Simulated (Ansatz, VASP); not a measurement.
# Two plane-wave programs on Hf

```
Hf
1.0
     0.00000    2.14911    2.14911
     2.14911    0.00000    2.14911
     2.14911    2.14911    0.00000
Hf
1
Direct
  0.00000 0.00000 0.00000
```

Alike in both runs: task single point; functional PBEsol; k mesh 14 × 14 × 14; occupations fermi-dirac, width 0.1 eV; no spin polarisation.

|  | VASP | Ansatz |
| --- | --- | --- |
| version | VASP 6.6.1 | Ansatz 0.2.0 |
| potentials or method | VASP PAW PBE potentials, release 64 (Hf_pv), cutoff 520 eV | plane waves (420 eV) with PAW, scalar-relativistic |
| valence electrons in the cell | 10 | 26 |

Ansatz gave:

| Property | Result |
| --- | --- |
| pressure (GPa) | 10.5 |

What did VASP give for the same quantities?

Pressure (GPa): 10.1.

VASP's potentials were made for PBE, not for PBEsol, and Ansatz warns of the same on its side. VASP's potentials hold 10 valence electrons a cell and Ansatz's 26, so a difference there can come from the potentials and not from the codes.

Neither program's run includes spin-orbit coupling.
